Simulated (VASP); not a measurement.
# Cd (I4_1/amd) in VASP: relaxation of cell and atoms with PBE

Aim: the relaxation of cell and atoms of Cd with PBE.

All numbers are computed with VASP 6.6.1; they aren't measurements. Logs are shortened: lines on timing, memory, paths and dates and some standing lists are left out, and cuts for length are marked.

## Step 1: The cell of the first run

Symmetry: I4_1/amd, No. 141, tetragonal system. Conventional cell: a = 5.549 Å, b = 5.549 Å, c = 3.052 Å, α = 90.00°, β = 90.00°, γ = 90.00°. Within 3.8 Å of Cd (site symmetry -4m2) lie 10 Cd at 2.88 to 3.60 Å.

## Step 2: Relaxation of cell and atoms, PBE, target pressure 0.046 GPa, at which the enthalpy is minimised

Contents of INCAR:

```
PREC     = Accurate       # precision mode
ENCUT    = 600            # plane-wave cutoff, eV
EDIFF    = 1E-6           # SCF threshold, eV
ISMEAR   = -1             # smearing method
SIGMA    = 0.08           # smearing width, eV
LREAL    = F              # projectors in reciprocal space
LASPH    = T              # aspherical terms in the spheres
NELM     = 80             # most SCF steps
ALGO     = Normal         # electronic algorithm
ISIF     = 3              # what is computed and relaxed
LWAVE    = F              # write WAVECAR
LCHARG   = F              # write CHGCAR
GGA      = PE             # functional
IBRION   = 2              # ionic algorithm
NSW      = 60             # ionic steps
EDIFFG   = -0.005         # ionic threshold
PSTRESS  = 0.45999999999999996
```

Contents of KPOINTS:

```
regular mesh
0
Gamma
  14 14 14
```

Contents of POSCAR:

```
Cd
1.0
   -2.7742574323      2.7742574323      1.5258415878
    2.7742574323     -2.7742574323      1.5258415878
    2.7742574323      2.7742574323     -1.5258415878
Cd
2
Direct
   -0.3750000000     -0.1250000000     -0.2500000000
    0.3750000000      0.1250000000      0.2500000000
```

Potentials or basis: VASP PAW PBE potentials, release 64 (Cd).

Command:

```bash
$ cat potpaw_PBE.64/Cd/POTCAR > POTCAR
$ mpirun -np 1 vasp_std > vasp.out
```

OUTCAR:

```text
PREC = Accurate
   ENCUT = 600
   EDIFF = 1E-6
   ISMEAR = -1
   LREAL = F
   LASPH = T
   NELM = 80
   ISIF = 3
   GGA = PE
   IBRION = 2
   NSW = 60
   EDIFFG = -0.005
   PSTRESS = 0.45999999999999996

 ion  position               nearest neighbor table
   1  0.625  0.875  0.750-   2 2.88   2 2.88   2 2.88   2 2.88   2 3.60   2 3.60   2 3.60   2 3.60

   2  0.375  0.125  0.250-   1 2.88   1 2.88   1 2.88   1 2.88   1 3.60   1 3.60   1 3.60   1 3.60

  LATTYP: Found a body centered tetragonal cell.
 ALAT       =     5.5485148646
 C/A-ratio  =     0.5500000000

  Lattice vectors:

 A1 = (  -2.7742574323,   2.7742574323,   1.5258415878)
 A2 = (   2.7742574323,  -2.7742574323,   1.5258415878)
 A3 = (   2.7742574323,   2.7742574323,  -1.5258415878)

Analysis of symmetry for initial positions (statically):
=====================================================================
 Subroutine PRICEL returns:
 Original cell was already a primitive cell.

 Routine SETGRP: Setting up the symmetry group for a
 body centered tetragonal supercell.

 Subroutine GETGRP returns: Found 16 space group operations
 (whereof  4 operations were pure point group operations)
 out of a pool of 16 trial point group operations.

The static configuration has the point symmetry C_2h.
 The point group associated with its full space group is D_4h.

Analysis of symmetry for dynamics (positions and initial velocities):
=====================================================================
 Subroutine PRICEL returns:
 Original cell was already a primitive cell.

 Routine SETGRP: Setting up the symmetry group for a
 body centered tetragonal supercell.

 Subroutine GETGRP returns: Found 16 space group operations
 (whereof  4 operations were pure point group operations)
 out of a pool of 16 trial point group operations.

The dynamic configuration has the point symmetry C_2h.
 The point group associated with its full space group is D_4h.

 Subroutine INISYM returns: Found 16 space group operations
 (whereof  4 operations are pure point group operations),
 and found     1 'primitive' translations

----------------------------------------------------------------------------------------

                                     Primitive cell

  volume of cell :      46.9746

  direct lattice vectors                    reciprocal lattice vectors
    -2.774257432  2.774257432  1.525841588     0.000000000  0.180228408  0.327688014
     2.774257432 -2.774257432  1.525841588     0.180228408  0.000000000  0.327688014
     2.774257432  2.774257432 -1.525841588     0.180228408  0.180228408  0.000000000

  length of vectors
[... 87 lines left out ...]
   NFREE  =      1    steps in history (QN), initial steepest desc. (CG)
   ISIF   =      3    stress and relaxation
   ISYM   =      2    0-nonsym 1-usesym 2-fastsym
   POTIM  = 0.5000    time-step for ionic-motion
   TEBEG  =    0.0;   TEEND  =   0.0 temperature during run
   PSTRESS=    0.5 pullay stress
   NELECT =      24.0000    total number of electrons
   NUPDOWN=      -1.0000    fix difference up-down
   EMIN   =  10.00;   EMAX   =-10.00  energy-range for DOS
   EFERMI =   0.00;   METHOD = LEGACY
   ISMEAR =    -1;   SIGMA  =   0.08  broadening in eV -4-tet -1-fermi 0-gaus
   EFERMI_NEDOS =   21; number of points for ismear=-14 and -15
   IALGO  =     38    algorithm
   IMIX   =      4    mixing-type and parameters
     AMIX     =   0.40;   BMIX     =  1.00
     AMIX_MAG =   1.60;   BMIX_MAG =  1.00
  volume/ion in A,a.u.               =      23.49       158.50
  Fermi-wavevector in a.u.,A,eV,Ry     =   1.308753  2.473184 23.304517  1.712834
  Thomas-Fermi vector in A             =   2.439398
   LORBIT       =      0    0 simple, 1 ext, 2 COOP (PROOUT), +10 PAW based schemes
   GGA     = PE    functional components
   LHFCALC =     F    Hartree Fock is set to
   AEXX    =    0.0000 exact exchange contribution
   IVDW    =     0    specifies the selected vdW correction
   LEPSILON=     F    determine dielectric tensor
   LRPA    =     F    only Hartree local field effects (RPA)
 conjugate gradient relaxation of ions
 non-spin polarized calculation
  energy-cutoff  :      600.00
  volume of cell :       46.97
 maximum number of plane-waves:      1587
 NGX is ok and might be reduce to    36
   NGX = 17   NGY = 17   NGZ = 17

--------------------------------------- Ionic step        1  -------------------------------------------

 number of electron      23.9999993 magnetization

 Free energy of the ion-electron system (eV)
  ---------------------------------------------------
  ext. energy  EPLUGINS =         0.00000000
  ---------------------------------------------------
  free energy    TOTEN  =        -1.22236244 eV

  energy without entropy =       -1.20692995  energy(sigma->0) =       -1.21464620

------------------------ aborting loop because EDIFF is reached ----------------------------------------

  FORCE on cell =-STRESS in cart. coord.  units (eV):
  Direction    XX          YY          ZZ          XY          YZ          ZX
  --------------------------------------------------------------------------------------
  -------------------------------------------------------------------------------------
  Total        1.6250244      1.6250244      0.7136924      0.0000000      0.0000000     -0.0000000
  in kB       55.4252325     55.4252325     24.3421382      0.0000000      0.0000000     -0.0000000
  external PRESSURE =      44.6042011 kB  Pullay stress =       0.4600000 kB
[... 63 lines left out ...]
--------------------------------------- Ionic step        3  -------------------------------------------

 number of electron      23.9999993 magnetization

 E-fermi :   1.6261     XC(G=0):  -9.9973

 val. band max:        1.6241534232   @ k =  -0.1429  -0.3571   0.1429
 cond. band min:       1.6348545362   @ k =  -0.2857  -0.2857   0.2143
 fundamental gap:      0.0107011130
 Fermi energy:         1.6260565890

 k-point     1 :       0.0000    0.0000    0.0000
  band No.  band energies     occupation
      1      -7.7163      2.00000
      2      -7.5924      2.00000
      3      -7.4602      2.00000
      4      -7.4437      2.00000
      5      -6.7906      2.00000
      6      -6.7906      2.00000
[... 674 lines left out ...]
--------------------------------------- Ionic step        9  -------------------------------------------

 number of electron      23.9999998 magnetization

 Free energy of the ion-electron system (eV)
  ---------------------------------------------------
  ext. energy  EPLUGINS =         0.00000000
  ---------------------------------------------------
  free energy    TOTEN  =        -1.30461964 eV

  energy without entropy =       -1.28704014  energy(sigma->0) =       -1.29582989

 E-fermi :   1.6606     XC(G=0): -10.0431

 val. band max:        1.6539097162   @ k =  -0.3571   0.5000   0.2143
 cond. band min:       1.7039779065   @ k =   0.2857   0.2857   0.0714
 fundamental gap:      0.0500681903
 Fermi energy:         1.6605982797

 k-point     1 :       0.0000    0.0000    0.0000
  band No.  band energies     occupation
      1      -7.6613      2.00000
      2      -7.5485      2.00000
      3      -7.5419      2.00000
      4      -7.5371      2.00000
      5      -6.6910      2.00000
      6      -6.6910      2.00000
[... 480 lines left out ...]
  energy  without entropy=       -1.2870401360  energy(sigma->0) =       -1.29582989

  enthalpy is  TOTEN    =        -1.2897288050 eV   P V=        0.0148908300

 reached required accuracy - stopping structural energy minimisation
```

OSZICAR:

```text
N       E                     dE             d eps       ncg     rms          rms(c)
DAV:   1     0.174901985537E+03    0.17490E+03   -0.14254E+04  7808   0.165E+03
DAV:   2     0.233723171428E+01   -0.17256E+03   -0.16820E+03  7960   0.384E+02
[... 68 lines left out ...]
   8 F= -.12897243E+01 E0= -.12809399E+01  d E =-.239599E-05
       N       E                     dE             d eps       ncg     rms          rms(c)
DAV:   1    -0.130500545868E+01   -0.37388E-03   -0.82145E-03  7888   0.113E+00    0.144E-01
DAV:   2    -0.130464533700E+01    0.36012E-03   -0.10357E-03  8176   0.417E-01    0.422E-02
DAV:   3    -0.130462103573E+01    0.24301E-04   -0.53783E-05  8944   0.791E-02    0.342E-02
DAV:   4    -0.130461948035E+01    0.15554E-05   -0.65228E-06  8680   0.223E-02    0.285E-03
DAV:   5    -0.130461963507E+01   -0.15472E-06   -0.29628E-07  4224   0.666E-03
   9 F= -.12897288E+01 E0= -.12809391E+01  d E =-.689102E-05
```

CONTCAR:

```text
Cd
   1.00000000000000
    -2.9386059986628852    2.9386059986628852    1.5015124746928379
     2.9386059986628852   -2.9386059986628852    1.5015124746928379
     2.9386059986628852    2.9386059986628852   -1.5015124746928379
  Cd
     2
Direct
     0.6250000000000000    0.8750000000000000    0.7500000000000000
     0.3750000000000000    0.1250000000000000    0.2500000000000000

  0.00000000E+00  0.00000000E+00  0.00000000E+00
  0.00000000E+00  0.00000000E+00  0.00000000E+00
```

Wall time 31 min (1 thread of Oxide Virtual Turin-like, shared host); peak memory 0.33 GiB.

What came out:

| Item | Value |
| --- | --- |
| Free energy | -1.3046 eV |
| Relaxed volume | 25.93 Å³/atom |
| Relaxed cell | a = 4.419 Å, b = 4.419 Å, c = 4.419 Å, α = 96.63°, β = 96.63°, γ = 140.27° |
| Space group after relaxing (to 0.1 Å) | I4_1/amd (No. 141) |
| Energy change on relaxing (the run minimises the enthalpy) | -41.1 meV/atom |
| Ionic steps | 9 |
| Pressure after relaxing | 0.1 GPa |
| Band gap on the k mesh | zero (bands 12 and 13 overlap by 5.10 eV) |

The path:
```
step  energy change (eV)  largest force (eV/Å)  pressure (GPa)  volume (Å³)
   1              0.0000                0.0000            4.51        46.97
   2             -0.0729                0.0000            0.30        51.55
   3             -0.0743                0.0000           -0.19        52.38
   4             -0.0779                0.0000           -0.14        52.24
   5             -0.0821                0.0000            0.02        51.93
   6             -0.0822                0.0000            0.07        51.83
   7             -0.0822                0.0000            0.11        51.81
   8             -0.0823                0.0000            0.03        51.92
   9             -0.0823                0.0000            0.05        51.86
```

Final structure:
```
CELL_PARAMETERS angstrom
-2.93861 2.93861 1.50151
2.93861 -2.93861 1.50151
2.93861 2.93861 -1.50151
ATOMIC_POSITIONS crystal
Cd 0.62500 0.87500 0.75000
Cd 0.37500 0.12500 0.25000
```

Caveat: the cell is relaxed towards a set pressure, so the run minimises the enthalpy, not the energy.
